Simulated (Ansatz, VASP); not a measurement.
MoS2: VASP beside Ansatz

The input INCAR:

```
SYSTEM = MoS2
PREC = Accurate
ENCUT = 520
EDIFF = 1E-7
ISMEAR = 0
SIGMA = 0.1
LREAL = .FALSE.
LASPH = .TRUE.
NELM = 80
ALGO = Normal
ISIF = 2
LWAVE = .FALSE.
LCHARG = .FALSE.
LDIPOL = .TRUE.
IDIPOL = 3
DIPOL = 0.5 0.5 0.398
GGA = PE
IVDW = 12
NBANDS = 35
```

The input KPOINTS:

```
regular mesh
0
G
  12 12 1
  0 0 0
```

The input POSCAR:

```
MoS2
1.0
    3.1346592718      0.0000000000      0.0000000000
   -1.5673296359      2.7146945616      0.0000000000
    0.0000000000      0.0000000000     23.9375765674
S Mo
4 2
Direct
    0.0000000000      0.0000000000      0.1879889548
    0.3333333333      0.6666666667      0.3224548760
    0.3333333333      0.6666666667      0.4745170528
    0.6666666667      1.3333333333      0.6089829740
    0.6666666667      0.3333333333      0.2552219154
    1.0000000000      1.0000000000      0.5417500134
```

Input for Ansatz:

```yaml
crystal:
  lattice:
    - [3.1346592763, 0.0, 0.0]
    - [-1.5673296382, 2.7146945655, 0.0]
    - [0.0, 0.0, 23.9375766064]
  atoms:
    - { symbol: S, position: [0.0, 0.0, 0.1879889545] }
    - { symbol: Mo, position: [0.6666666667, 0.3333333333, 0.2552219154] }
    - { symbol: S, position: [0.3333333333, 0.6666666667, 0.3224548763] }
    - { symbol: S, position: [0.3333333333, 0.6666666667, 0.4745170528] }
    - { symbol: Mo, position: [1.0, 1.0, 0.5417500137] }
    - { symbol: S, position: [0.6666666667, 1.3333333333, 0.6089829746] }
basis:
  ecutwfc: 420
kpoints:
  mp_grid: { grid: [12, 12, 1] }
hamiltonian:
  xc: pbe
  pseudopotentials: { kind: paw, azcp: { folder: soft_1 } }
  dispersion: d3bj
scf:
  occupations: { method: gaussian, width: 0.1 }
output:
  forces: true
  eigenvalues: true
efield:
  axis: 3
  dipole_correction: true
  ramp_width: 0.04
```

Alike in both runs: task single point; functional PBE; dispersion D3(BJ); k mesh 12 × 12 × 1; occupations gaussian, width 0.1 eV; no spin polarisation.

|  | VASP | Ansatz |
| --- | --- | --- |
| version | VASP 6.6.1 | Ansatz 0.2.0 |
| potentials or method | VASP PAW PBE potentials, release 64 (S, Mo_sv), cutoff 520 eV | scalar-relativistic, plane waves, PAW |
| valence electrons in the cell | 52 | 52 |

|  | VASP | Ansatz | Ansatz less VASP |
| --- | --- | --- | --- |
| gap on the k mesh at the Fermi level (eV) | none | none | - |
| rms of the force components (eV/Å) | 0.016 | 0.016 | -0.0002 |

A gap of «none» marks a metal or a gap that the smearing closes.
